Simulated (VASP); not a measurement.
CoSi (NiAs type), 4 atoms in the cell. It takes space group P6_3/mmc (No. 194, hexagonal). Conventional cell: a = 3.299 Å, b = 3.299 Å, c = 4.959 Å, α = 90.00°, β = 90.00°, γ = 120.00°. Within 3.0 Å of Co (site symmetry -3m) lie 6 Si at 2.27 Å and 2 Co at 2.48 Å. Si (site symmetry -6m2) has 6 Co at 2.27 Å within 3.0 Å. 

```yaml
Program: VASP 6.6.1
Task: single point
Functional: PBE
Potentials_or_basis: VASP PAW PBE potentials, release 64 (Co, Si)
Cutoff: 520 eV
k_mesh: 12 × 12 × 7
Occupations: fermi-dirac, width 0.08 eV
Spin: no spin polarisation
Dipole_correction: no
Further_INCAR_settings: ALGO = Normal; EDIFF = 1e-06; NBANDS = 21
```

Potentials or basis: VASP PAW PBE potentials, release 64 (Co, Si).

Launch:

```console
$ cat potpaw_PBE.64/Co/POTCAR potpaw_PBE.64/Si/POTCAR > POTCAR
$ mpirun -np 1 vasp_std > vasp.out
```

Hardware: 1 thread of Intel(R) Xeon(R) 6975P-C (Granite Rapids) (shared host).

Task: Estimate the wall time of this run.

Result: Wall time 40 s on 1 thread of Intel(R) Xeon(R) 6975P-C (Granite Rapids), on a shared host, peak memory 0.21 GiB. Counts: scf iterations 14, k points 76.
